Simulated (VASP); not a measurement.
Input of a VASP 6.6.1 run:

The input INCAR:

```
SYSTEM = SiC
PREC     = Accurate       ! precision mode
ENCUT    = 520            ! plane-wave cutoff, eV
EDIFF    = 1E-6           ! SCF threshold, eV
ISMEAR   = -1             ! smearing method
SIGMA    = 0.02           ! smearing width, eV
LREAL    = .False.        ! projectors in reciprocal space
LASPH    = .True.         ! aspherical terms in the spheres
NELM     = 80             ! most SCF steps
ALGO     = Normal         ! electronic algorithm
ISIF     = 2              ! what is computed and relaxed
LWAVE    = .False.        ! write WAVECAR
LCHARG   = .False.        ! write CHGCAR
GGA      = PE             ! functional
NBANDS   = 16             ! bands
```

The input KPOINTS:

```
regular mesh
0
Gamma
  12 12 6
  0 0 0
```

Contents of POSCAR:

```
SiC
1.0
    3.0753562278      0.0000000000      0.0000000000
   -1.5376781139      2.6633366190      0.0000000000
    0.0000000000      0.0000000000      5.0481082228
Si C
2 2
Direct
    0.3333333333      0.6666666667     -0.0004084119
    0.6666666667      0.3333333333      0.4995915881
    0.3333333333      0.6666666667      0.3754084119
    0.6666666667      0.3333333333      0.8754084119
```

Potentials or basis: VASP PAW PBE potentials, release 64 (Si, C).

The run is started by

```console
$ cat potpaw_PBE.64/Si/POTCAR potpaw_PBE.64/C/POTCAR > POTCAR
$ mpirun -np 1 vasp_std > vasp.out
```

Problem. Estimate the pressure.

Solution. 3.5 GPa.

Problem. Estimate the band gap on the k mesh.

Solution. 2.27 eV, indirect (least direct gap 3.97 eV).

Forces on the atoms (eV/Å):
```
Si   0.000  0.000  0.003
Si   0.000  0.000  0.003
C    0.000  0.000 -0.003
C    0.000  0.000 -0.003
```

A k mesh can miss the band edges. A hybrid or GW would open this gap; PBE tends to underestimate it.
